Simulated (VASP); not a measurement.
# CsCl (Pm-3m) in VASP: G0W0 quasiparticle levels with r2SCAN

Aim: the G0W0 quasiparticle levels of CsCl with r2SCAN.

All numbers are computed with VASP 6.6.1; they aren't measurements. Logs are shortened: lines on timing, memory, paths and dates and some standing lists are left out, and cuts for length are marked.

### 1 The cell of the first run

Symmetry: Pm-3m, No. 221, cubic system. The conventional cell has a = 4.137 Å, b = 4.137 Å, c = 4.137 Å, α = 90.00°, β = 90.00°, γ = 90.00°. Within 4.7 Å of Cs (site symmetry m-3m) lie 8 Cl at 3.58 Å and 6 Cs at 4.14 Å. Cl (site symmetry m-3m) has 8 Cs at 3.58 Å and 6 Cl at 4.14 Å within 4.7 Å.

### 2 G0W0 quasiparticle levels, r2SCAN

File POSCAR:

```
CsCl
1.0
    4.1368324570      0.0000000000      0.0000000000
    0.0000000000      4.1368324570      0.0000000000
    0.0000000000      0.0000000000      4.1368324570
Cs Cl
1 1
Direct
    0.0000000000      0.0000000000      0.0000000000
    0.5000000000      0.5000000000      0.5000000000
```

File INCAR.step1:

```
  PREC = Accurate
  ENCUT = 500
  EDIFF = 1E-8
  ISMEAR = 0
  SIGMA = 0.01
  LREAL = F
  LASPH = T
  NELM = 60
  ALGO = Normal
  LWAVE = T
  LCHARG = F
  METAGGA = R2SCAN
  LMIXTAU = T
```

File INCAR.step2:

```
  PREC = Accurate
  ENCUT = 500
  EDIFF = 1E-8
  ISMEAR = 0
  SIGMA = 0.01
  LREAL = F
  LASPH = T
  NELM = 1
  ALGO = Exact
  LWAVE = T
  LCHARG = F
  METAGGA = R2SCAN
  LMIXTAU = T
  NBANDS = 274
  LOPTICS = T
  ISTART = 1
```

File INCAR.step3:

```
  PREC = Accurate
  ENCUT = 500
  EDIFF = 1E-8
  ISMEAR = 0
  SIGMA = 0.01
  LREAL = F
  LASPH = T
  ALGO = EVGW0
  LWAVE = F
  LCHARG = F
  METAGGA = R2SCAN
  LMIXTAU = T
  NELMGW = 1
  NBANDS = 274
  ENCUTGW = 140.0
  NOMEGA = 96
  PRECFOCK = Fast
  ISTART = 1
  NBANDSGW = 16
  OMEGAMAX = 20
```

File KPOINTS:

```
regular mesh
0
Gamma
  4 4 4
```

Potentials or basis: VASP PAW PBE potentials, release 64 (Cs_sv_GW, Cl_GW).

Started as:

```sh
$ cat potpaw_PBE.64/Cs_sv_GW/POTCAR potpaw_PBE.64/Cl_GW/POTCAR > POTCAR
$ cp INCAR.step1 INCAR
$ mpirun -np 1 vasp_std > vasp.out
$ cp INCAR.step2 INCAR
$ mpirun -np 1 vasp_std > vasp.out
$ cp INCAR.step3 INCAR
$ mpirun -np 1 vasp_std > vasp.out
```

OUTCAR:

```text
PREC = Accurate
   ENCUT = 500
   EDIFF = 1E-8
   ISMEAR = 0
   LREAL = F
   LASPH = T
   METAGGA = R2SCAN
   NELMGW = 1
   ENCUTGW = 140.0
   PRECFOCK = Fast
   ISTART = 1

 ion  position               nearest neighbor table
   1  0.000  0.000  0.000-
   2  0.500  0.500  0.500-

  LATTYP: Found a simple cubic cell.
 ALAT       =     4.1368324570

  Lattice vectors:

 A1 = (   4.1368324570,   0.0000000000,   0.0000000000)
 A2 = (   0.0000000000,   4.1368324570,   0.0000000000)
 A3 = (   0.0000000000,   0.0000000000,   4.1368324570)

Analysis of symmetry for initial positions (statically):
=====================================================================
 Subroutine PRICEL returns:
 Original cell was already a primitive cell.

 Routine SETGRP: Setting up the symmetry group for a
 simple cubic supercell.

 Subroutine GETGRP returns: Found 48 space group operations
 (whereof 48 operations were pure point group operations)
 out of a pool of 48 trial point group operations.

The static configuration has the point symmetry O_h .

Analysis of symmetry for dynamics (positions and initial velocities):
=====================================================================
 Subroutine PRICEL returns:
 Original cell was already a primitive cell.

 Routine SETGRP: Setting up the symmetry group for a
 simple cubic supercell.

 Subroutine GETGRP returns: Found 48 space group operations
 (whereof 48 operations were pure point group operations)
 out of a pool of 48 trial point group operations.

The dynamic configuration has the point symmetry O_h .

 Subroutine INISYM returns: Found 48 space group operations
 (whereof 48 operations are pure point group operations),
 and found     1 'primitive' translations

----------------------------------------------------------------------------------------

                                     Primitive cell

  volume of cell :      70.7952

  direct lattice vectors                    reciprocal lattice vectors
     4.136832457  0.000000000  0.000000000     0.241730844  0.000000000  0.000000000
     0.000000000  4.136832457  0.000000000     0.000000000  0.241730844  0.000000000
     0.000000000  0.000000000  4.136832457     0.000000000  0.000000000  0.241730844

  length of vectors
     4.136832457  4.136832457  4.136832457     0.241730844  0.241730844  0.241730844

  position of ions in fractional coordinates (direct lattice)
     0.000000000  0.000000000  0.000000000
     0.500000000  0.500000000  0.500000000

  ion indices of the primitive-cell ions
   primitive index   ion index
                 1           1
                 2           2

----------------------------------------------------------------------------------------

 KPOINTS: regular mesh

Automatic generation of k-mesh.
 Grid dimensions read from file:
 generate k-points for:    4    4    4

 Generating k-lattice:

  Cartesian coordinates                     Fractional coordinates (reciprocal lattice)
     0.060432711  0.000000000  0.000000000     0.250000000  0.000000000  0.000000000
     0.000000000  0.060432711  0.000000000     0.000000000  0.250000000  0.000000000
     0.000000000  0.000000000  0.060432711     0.000000000  0.000000000  0.250000000

  Length of vectors
     0.060432711  0.060432711  0.060432711

  Shift w.r.t. Gamma in fractional coordinates (k-lattice)
     0.000000000  0.000000000  0.000000000

 Subroutine IBZKPT returns following result:
 ===========================================

 Found     10 irreducible k-points:

 Following reciprocal coordinates:
            Coordinates               Weight
  0.000000  0.000000  0.000000      1.000000
  0.250000  0.000000  0.000000      6.000000
  0.500000  0.000000  0.000000      3.000000
  0.250000  0.250000  0.000000     12.000000
  0.500000  0.250000  0.000000     12.000000
  0.500000  0.500000  0.000000      3.000000
  0.250000  0.250000  0.250000      8.000000
  0.500000  0.250000  0.250000     12.000000
  0.500000  0.500000  0.250000      6.000000
  0.500000  0.500000  0.500000      1.000000
   k-points           NKPTS =     10   k-points in BZ     NKDIM =     64   number of bands    NBANDS=    274
   number of dos      NEDOS =    301   number of ions     NIONS =      2
   total plane-waves  NPLWV =  27000
   dimension x,y,z NGX =    30 NGY =   30 NGZ =   30
   dimension x,y,z NGXF=    60 NGYF=   60 NGZF=   60
   ions per type =               1   1
   NGX,Y,Z   is equivalent  to a cutoff of  12.06, 12.06, 12.06 a.u.
   NGXF,Y,Z  is equivalent  to a cutoff of  24.11, 24.11, 24.11 a.u.
 SYSTEM =  unknown system
   PREC   = accura    normal or accurate (medium, high low for compatibility)
   ISTART =      1    job   : 0-new  1-cont  2-samecut
   ICHARG =      0    charge: 1-file 2-atom 10-const
   ISPIN  =      1    spin polarized calculation?
   LNONCOLLINEAR =      F non collinear calculations
   LSORBIT =      F    spin-orbit coupling
   LASPH  =      T    aspherical Exc in radial PAW
   ENCUT  =  500.0 eV  36.75 Ry    6.06 a.u.   7.54  7.54  7.54*2*pi/ulx,y,z
   NELM   =     60;   NELMIN=  2; NELMDL=  0     # of ELM steps
   EDIFF  = 0.1E-07   stopping-criterion for ELM
   LREAL  =      F    real-space projection
   EDIFFG = 0.1E-06   stopping-criterion for IOM
   NSW    =      0    number of steps for IOM
   IBRION =     -1    ionic relax: 0-MD 1-quasi-New 2-CG
   NFREE  =      0    steps in history (QN), initial steepest desc. (CG)
   ISIF   =      0    stress and relaxation
   ISYM   =      3    0-nonsym 1-usesym 2-fastsym
   POTIM  = 0.5000    time-step for ionic-motion
   TEBEG  =    0.0;   TEEND  =   0.0 temperature during run
   PSTRESS=    0.0 pullay stress
   NELECT =      16.0000    total number of electrons
   NUPDOWN=      -1.0000    fix difference up-down
   EMIN   =  10.00;   EMAX   =-10.00  energy-range for DOS
   EFERMI =   0.00;   METHOD = LEGACY
   ISMEAR =     0;   SIGMA  =   0.01  broadening in eV -4-tet -1-fermi 0-gaus
   EFERMI_NEDOS =   21; number of points for ismear=-14 and -15
   IALGO  =     38    algorithm
   IMIX   =      4    mixing-type and parameters
     AMIX     =   0.40;   BMIX     =  1.00
     AMIX_MAG =   1.60;   BMIX_MAG =  1.00
  volume/ion in A,a.u.               =      35.40       238.87
  Fermi-wavevector in a.u.,A,eV,Ry     =   0.997195  1.884426 13.529613  0.994398
  Thomas-Fermi vector in A             =   2.129335
   LORBIT       =      0    0 simple, 1 ext, 2 COOP (PROOUT), +10 PAW based schemes
   METAGGA = R2SCAN    functional components
   LHFCALC =     T    Hartree Fock is set to
   PRECFOCK=fast      Normal, Fast or Accurate (Low or Medium for compatibility)
   ENCUT4O =  -1.0   cutoff for four orbital integrals eV
   NKREDX  =     1    reduce k-point grid by
   NKREDY  =     1    reduce k-point grid by
   NKREDZ  =     1    reduce k-point grid by
   AEXX    =    1.0000 exact exchange contribution
   HFSCREEN=    0.0000 screening length (either q_TF or 0.3 A-1)
   HFSCREENC=   0.0000 screening length for correlation (either q_TF or 0.3 A-1)
   ENCUTFOCK=  -1.0 apply spherical cutoff to Coloumb kernel
   IVDW    =     0    specifies the selected vdW correction
   LEPSILON=     F    determine dielectric tensor
   LRPA    =     F    only Hartree local field effects (RPA)
   LRPAFORCE           =     F    calculate RPA forces
   ENCUTGW             = 140.0    cutoff for response function in eV
   ENCUTGWSOFT         = 112.0    soft cutoff for Coulomb kernel in GW response function in eV
   ENCUTLF             =  -1.0    cutoff for local field effects
   NELMGW              =     1    number of iterations in solving QP/BSE equation
   NELMHF              =     1    number of iterations in the inner HF iteration
   NKREDLFX            =     1    NKREDLFY  =   1   NKREDLFZ  =   1
 non-spin polarized calculation
 Gauss-broadening in eV      SIGMA  =   0.01
  energy-cutoff  :      500.00
  volume of cell :       70.80
 maximum number of plane-waves:      1856
  NGX = 18; NGY = 18; NGZ = 18
   NGX = 15   NGY = 15   NGZ = 15
 maximum number of plane-waves:       280
 NGX is ok and might be reduce to    18

 QP shifts <psi_nk| G(iteration)W_0 |psi_nk>: iteration 1
 for sc-GW calculations column KS-energies equals QP-energies in previous step
 and V_xc(KS)=  KS-energies - (<T + V_ion + V_H > + <T+V_H+V_ion>^1  + <V_x>^1)

 k-point   1 :       0.0000    0.0000    0.0000
  band No.  KS-energies  QP-energies   sigma(KS)   V_xc(KS)     V^pw_x(r,r')   Z            occupation Imag(sigma)

      1     -19.8429     -20.4121     -15.7939     -14.9262     -22.6949       0.6560       2.0000       0.9442
      2     -12.6743     -13.2838     -17.0902     -16.1461     -24.2954       0.6456       2.0000       0.8560
      3      -5.9634      -7.9052     -15.8034     -13.4447     -17.5648       0.8232       2.0000       0.0013
      4      -5.9634      -7.9052     -15.8034     -13.4447     -17.5648       0.8232       2.0000       0.0013
      5      -5.9634      -7.9052     -15.8034     -13.4447     -17.5648       0.8232       2.0000       0.0013
      6       0.0395      -1.5044     -16.4785     -14.5544     -18.5112       0.8024       2.0000       0.0308
[... 8 lines left out ...]
     15      13.8189      14.8908      -7.4525      -8.7594      -3.7317       0.8201       0.0000      -0.0862
     16      13.8189      14.8908      -7.4525      -8.7594      -3.7317       0.8201       0.0000      -0.0862

 k-point   2 :       0.2500    0.0000    0.0000
  band No.  KS-energies  QP-energies   sigma(KS)   V_xc(KS)     V^pw_x(r,r')   Z            occupation Imag(sigma)

      1     -19.8013     -20.3808     -15.8401     -14.9625     -22.7088       0.6604       2.0000       0.9244
      2     -12.6947     -13.3091     -17.0461     -16.0953     -24.2472       0.6462       2.0000       0.8498
      3      -6.2420      -8.2002     -15.6239     -13.2443     -17.4237       0.8229       2.0000       0.0041
      4      -5.8951      -7.8324     -15.8550     -13.5082     -17.5850       0.8255       2.0000      -0.0013
      5      -5.8951      -7.8324     -15.8550     -13.5082     -17.5850       0.8255       2.0000      -0.0013
      6      -0.5789      -2.2009     -15.6312     -13.5991     -17.6860       0.7982       2.0000       0.0339
[... 8 lines left out ...]
     15      11.2111      12.1373      -6.5074      -7.6039      -2.9250       0.8447       0.0000      -0.0561
     16      13.6199      14.7713      -7.5158      -8.9117      -3.4785       0.8248       0.0000      -0.0761

 k-point   3 :       0.5000    0.0000    0.0000
  band No.  KS-energies  QP-energies   sigma(KS)   V_xc(KS)     V^pw_x(r,r')   Z            occupation Imag(sigma)

      1     -19.7588     -20.3428     -15.8819     -15.0005     -22.7236       0.6626       2.0000       0.9026
      2     -12.7189     -13.3381     -16.9931     -16.0334     -24.1878       0.6452       2.0000       0.8426
      3      -6.4846      -8.4526     -15.5154     -13.1207     -17.3601       0.8218       2.0000       0.0073
      4      -5.8238      -7.7603     -15.9111     -13.5773     -17.6075       0.8298       2.0000      -0.0040
      5      -5.8238      -7.7603     -15.9111     -13.5773     -17.6075       0.8298       2.0000      -0.0040
      6      -1.0860      -2.7760     -15.1249     -12.9975     -17.2555       0.7944       2.0000       0.0385
[... 114 lines left out ...]
      1     -19.6549     -20.2510     -15.9768     -15.0898     -22.7671       0.6720       2.0000       0.8743
      2     -12.5518     -13.1763     -17.2351     -16.2882     -24.4078       0.6596       2.0000       0.8424
      3      -6.6118      -8.6124     -15.3195     -12.8671     -17.1963       0.8157       2.0000       0.0117
      4      -6.6118      -8.6124     -15.3195     -12.8671     -17.1963       0.8157       2.0000       0.0117
      5      -6.1335      -8.1085     -15.6695     -13.2912     -17.4099       0.8304       2.0000      -0.0008
      6      -0.7107      -2.3469     -15.6351     -13.5789     -17.7254       0.7957       2.0000       0.0339
[... 8 lines left out ...]
     15      13.0554      14.6058      -8.5277     -10.4197      -4.6683       0.8194       0.0000      -0.0967
     16      13.7182      14.9991      -8.2489      -9.8206      -4.3586       0.8150       0.0000      -0.0970

 k-point  10 :       0.5000    0.5000    0.5000
  band No.  KS-energies  QP-energies   sigma(KS)   V_xc(KS)     V^pw_x(r,r')   Z            occupation Imag(sigma)

      1     -19.6214     -20.2160     -16.0053     -15.1186     -22.7814       0.6706       2.0000       0.8615
      2     -12.5117     -13.1431     -17.2862     -16.3402     -24.4448       0.6674       2.0000       0.8370
      3      -6.4897      -8.4946     -15.4242     -12.9937     -17.2245       0.8249       2.0000       0.0043
      4      -6.4897      -8.4946     -15.4242     -12.9937     -17.2245       0.8249       2.0000       0.0043
      5      -6.4897      -8.4946     -15.4242     -12.9937     -17.2245       0.8249       2.0000       0.0043
      6      -1.0298      -2.7076     -15.2120     -13.1001     -17.3629       0.7945       2.0000       0.0386
[... 8 lines left out ...]
     15      13.1734      14.7453      -8.6106     -10.5377      -4.7337       0.8157       0.0000      -0.1016
     16      13.1734      14.7453      -8.6106     -10.5377      -4.7337       0.8157       0.0000      -0.1016
```

Run time: 11 min. Hardware: 1 thread of AMD EPYC 9R45 (Zen 5), shared host; peak memory 1 GiB.

Results:

```
Quasiparticle gap                                   : 8.26 eV
Least direct quasiparticle gap                      : 8.26 eV
Band gap of the starting levels on the mesh         : 5.92 eV
Least direct gap of the starting levels on the mesh : 5.92 eV
```

Caveat: the k points lie up to 0.38 Å⁻¹ apart; bands, screening cutoff and mesh are small and nothing is extrapolated, so the quasiparticle values aren't converged; spin-orbit coupling is left out, which moves the levels of the heavy elements.
